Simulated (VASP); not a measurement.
Write the native input for VASP 6.6.1 that does the following.

| Property | Result |
| --- | --- |
| Task | single point |
| Functional | PBEsol |
| Dispersion | D4 |
| Potentials or basis | VASP PAW PBE potentials, release 64 (Be, B) |
| Cutoff | 520 eV |
| k mesh | 2 × 2 × 1 |
| Occupations | fermi-dirac, width 0.1 eV |
| Spin | no spin polarisation |
| Dipole correction | no |
| Further INCAR settings | ALGO = Normal; EDIFF = 1e-06; NBANDS = 14 |

The structure of Be2B3 (a cell with a defect) lies in POSCAR:

```
Be2B3
1.0
    2.9296900000      0.0000000000      0.0000000000
   -1.4648450000      2.5371860000      0.0000000000
    0.0000000000      0.0000000000      5.7546700000
Be B
2 3
Direct
    0.0000000000      0.0000000000      0.0000000000
    0.0000000000      0.0000000000      0.5000000000
    0.4166664042      0.5833336618      0.2499999131
    0.3333332676      0.6666665353      0.7499999131
    0.6666667324      0.3333334647      0.7499999131
```

One way to write it, as run:

INCAR

```
PREC     = Accurate       # precision mode
ENCUT    = 520            # plane-wave cutoff, eV
EDIFF    = 1E-6           # SCF threshold, eV
ISMEAR   = -1             # smearing method
SIGMA    = 0.1            # smearing width, eV
LREAL    = False          # projectors in reciprocal space
LASPH    = True           # aspherical terms in the spheres
NELM     = 120            # most SCF steps
ALGO     = Normal         # electronic algorithm
ISIF     = 2              # what is computed and relaxed
LWAVE    = False          # write WAVECAR
LCHARG   = False          # write CHGCAR
GGA      = PS             # functional
IVDW     = 13             # dispersion correction
NBANDS   = 14             # bands
GGA_COMPAT= False
```

KPOINTS

```
Automatic mesh
0
Gamma
  2 2 1
```

Potentials or basis: VASP PAW PBE potentials, release 64 (Be, B).

The run is started by

```sh
$ cat potpaw_PBE.64/Be/POTCAR potpaw_PBE.64/B/POTCAR > POTCAR
$ mpirun -np 1 vasp_std > vasp.out
```

Results of the run:

| Quantity | Value |
| --- | --- |
| Pressure | -16.6 GPa |
| Largest force | 0.606 eV/Å |
| Dispersion energy per atom | -0.105 eV |

Caveat: the k points lie up to 1.24 Å⁻¹ apart; the PAW data sets were made with another functional, which shifts forces and pressure a little.

Run time: 3.6 s on 1 thread of Intel(R) Xeon(R) 6975P-C (Granite Rapids), with other jobs on the host, peak memory 0.15 GiB.
